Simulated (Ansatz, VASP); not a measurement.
**One calculation of Hf, two programs**

```
Hf
1.0
     4.99519    0.00000    0.00000
    -2.49760    4.32596    0.00000
     0.00000    0.00000    3.10667
Hf
3
Direct
  0.00000 0.00000 0.00000
  0.33333 0.66667 0.50000
  0.66667 0.33333 0.50000
```

Alike in both runs: task single point; functional LDA; k mesh 6 × 6 × 9; occupations fermi-dirac, width 0.05 eV; no spin polarisation.

|  | VASP | Ansatz |
| --- | --- | --- |
| version | VASP 6.6.1 | Ansatz 0.2.0 |
| potentials or method | VASP PAW LDA potentials, release 64 (Hf_pv) | Ansatz PAW |
| plane-wave cutoff (eV) | 520 | 420 |
| valence electrons in the cell | 30 | 78 |

VASP gave:

| Quantity | Value |
| --- | --- |
| gap on the k mesh at the Fermi level (eV) | none |
| pressure (GPa) | -8.5 |
| traceless stress, the component that is largest in VASP (GPa) | 0.70 |

**Question.** Estimate Ansatz's values.

**Answer.** gap on the k mesh at the Fermi level (eV): none; pressure (GPa): -8.5; traceless stress, the component that is largest in VASP (GPa): 0.59.

LDA's correlation is that of Perdew and Zunger in VASP and of Perdew and Wang (1992) in Ansatz. A gap of «none» marks a metal or a gap that the smearing closes. VASP's potentials hold 30 valence electrons a cell and Ansatz's 78, so a difference there can come from the potentials and not from the codes.

Spin-orbit coupling is off throughout.
